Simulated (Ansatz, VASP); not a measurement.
GeW in VASP and in Ansatz

```
Ge W
1.0
     0.00000    2.57761    2.57761
     2.57761    0.00000    2.57761
     2.57761    2.57761    0.00000
Ge W
1 1
Direct
  0.50000 0.50000 0.50000
  0.00000 0.00000 0.00000
```

Alike in both runs: task relaxation of cell and atoms; functional PBE; k mesh 9 × 9 × 9; occupations fermi-dirac, width 0.05 eV; no spin polarisation; Hubbard terms W d U = 5.0 eV.

```csv
,VASP,Ansatz
version,VASP 6.6.1,Ansatz 0.2.0
potentials or method,"VASP PAW PBE potentials, release 64 (Ge_d, W_sv)",Ansatz PAW
plane-wave cutoff (eV),600,420
valence electrons in the cell,28,28
```

```csv
,VASP,Ansatz,Ansatz less VASP
"gap on the k mesh at the Fermi level, each at its own relaxed structure (eV)",none,none,-
relaxed volume (Å³/atom),17.62,17.14,-0.485
relaxed cell length with the largest relative difference (Å),3.680,3.646,-0.0341
```

The programs project onto different local orbitals, so the same U acts differently, and such runs can settle in different states. A gap of «none» marks a metal or a gap that the smearing closes.

Spin-orbit coupling is off throughout. Noted on Ansatz's run: the plane-wave basis is chosen anew once the cell has moved, so the energies of steps on either side of that aren't comparable.
